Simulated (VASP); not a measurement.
A run of VASP 6.6.1:

Contents of INCAR:

```
PREC = Accurate
ENCUT = 520
EDIFF = 1E-7
ISMEAR = 0
SIGMA = 0.01
LREAL = False
LASPH = True
NELM = 80
ALGO = Normal
ISIF = 2
LWAVE = False
LCHARG = False
GGA = PE
NBANDS = 16
```

Contents of KPOINTS:

```
regular mesh
0
Gamma
  10 10 10
```

The input POSCAR:

```
GaN
1.0
    0.0000000000      2.1772230403      2.1772230403
    2.1772230403      0.0000000000      2.1772230403
    2.1772230403      2.1772230403      0.0000000000
Ga N
1 1
Direct
    0.0000000000      0.0000000000      0.0000000000
    0.7500000000      0.7500000000      0.7500000000
```

Potentials or basis: VASP PAW PBE potentials, release 64 (Ga_d, N).

Command:

```sh
$ cat potpaw_PBE.64/Ga_d/POTCAR potpaw_PBE.64/N/POTCAR > POTCAR
$ mpirun -np 1 vasp_std > vasp.out
```

Hardware: 1 thread of Intel(R) Xeon(R) 6975P-C (Granite Rapids) (shared host).

Estimate the wall time of this run.

It took 11 s on 1 thread of Intel(R) Xeon(R) 6975P-C (Granite Rapids), on a shared host, peak memory 0.14 GiB. Counts: scf iterations 14, k points 47.
